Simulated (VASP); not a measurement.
Set up this calculation in VASP 6.6.1, as the native input.

- Task: single point
- Functional: PBE
- Potentials or basis: VASP PAW PBE potentials, release 64 (Zn, Se, Be)
- Cutoff: 520 eV
- k mesh: 2 × 2 × 2, shifted
- Occupations: fermi-dirac, width 0.05 eV
- Spin: no spin polarisation
- Dipole correction: no
- Further INCAR settings: LREAL = Auto; ALGO = Normal; EDIFF = 1e-06; NBANDS = 76

The structure of BeZn3Se4 lies in POSCAR:

```
BeZn3Se4
1.0
   11.0750160000      0.0000000000      0.0000000000
    0.0000000000      5.5375080000      0.0000000000
    0.0000000000      0.0000000000      5.5375080000
Zn Se Be
6 8 2
Direct
    0.0037690000      0.0065740000      0.0053440000
    0.4960840000      0.0021660000      0.9813740000
    0.2445770000      0.4955310000      0.9956650000
    0.7482330000      0.5072640000      0.9967980000
    0.0032100000      0.4946850000      0.4943640000
    0.4983380000      0.5055450000      0.5001200000
    0.1217520000      0.2460930000      0.2411690000
    0.6258860000      0.2572770000      0.2589410000
    0.3746260000      0.7533270000      0.2421220000
    0.8759790000      0.7536780000      0.2565780000
    0.3768940000      0.2536410000      0.7565710000
    0.8732350000      0.2292020000      0.7507040000
    0.1270600000      0.7475390000      0.7532450000
    0.6229260000      0.7451460000      0.7469180000
    0.2498600000      0.0019610000      0.4901050000
    0.7491180000      0.0087310000      0.5021460000
```

The input as run:

INCAR

```
PREC = Accurate
ENCUT = 520
EDIFF = 1E-6
ISMEAR = -1
SIGMA = 0.05
LREAL = Auto
LASPH = T
NELM = 100
ALGO = Normal
ISIF = 2
LWAVE = F
LCHARG = F
GGA = PE
NBANDS = 76
```

KPOINTS

```
Automatic mesh
0
Gamma
  2 2 2
  0.5 0.5 0.5
```

Potentials or basis: VASP PAW PBE potentials, release 64 (Zn, Se, Be).

Launch:

```console
$ cat potpaw_PBE.64/Zn/POTCAR potpaw_PBE.64/Se/POTCAR potpaw_PBE.64/Be/POTCAR > POTCAR
$ mpirun -np 1 vasp_std > vasp.out
```

It gave:

```
Pressure               : 3.7 GPa
Largest force          : 2.121 eV/Å
Band gap on the k mesh : 3.48 eV
```

Caveat: the k points lie up to 0.57 Å⁻¹ apart; a shifted mesh leaves out Γ, where band edges can lie; forces of over 1 eV/Å act on the atoms, so gaps and moduli don't describe the material at rest.

Wall time 2.6 min on 1 thread of Intel(R) Xeon(R) Platinum 8488C (Sapphire Rapids), with other jobs on the host, peak memory 0.39 GiB.
